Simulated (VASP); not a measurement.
A run of VASP 6.6.1:

Contents of INCAR:

```
SYSTEM = Bi
ALGO = Normal
EDIFF = 1E-6
EDIFFG = -0.005
ENCUT = 600
GGA = PE
IBRION = 2
ISIF = 3
ISMEAR = -1
LASPH = .True.
LCHARG = .False.
LREAL = .False.
LWAVE = .False.
NELM = 80
NSW = 32
PREC = Accurate
PSTRESS = 63.0
SIGMA = 0.08
```

KPOINTS

```
k-points
0
Gamma
  10 10 10
  0 0 0
```

Contents of POSCAR:

```
Bi
1.0
    0.0000000000      3.4589943648      3.4589943648
    3.4589943648      0.0000000000      3.4589943648
    3.4589943648      3.4589943648      0.0000000000
Bi
2
Direct
   -0.1250000000     -0.1250000000     -0.1250000000
    0.1250000000      0.1250000000      0.1250000000
```

Potentials or basis: VASP PAW PBE potentials, release 64 (Bi_d).

Command:

```bash
$ cat potpaw_PBE.64/Bi_d/POTCAR > POTCAR
$ mpirun -np 1 vasp_std > vasp.out
```

Hardware: 1 thread of Intel(R) Xeon(R) Platinum 8559C (Emerald Rapids), on a shared host.

**Question.** How long does it take, and how much memory?

**Answer.** It took 88 s on 1 thread of Intel(R) Xeon(R) Platinum 8559C (Emerald Rapids) (shared host), peak memory 0.28 GiB. Counts: scf iterations 23, k points 47, ion steps 3.
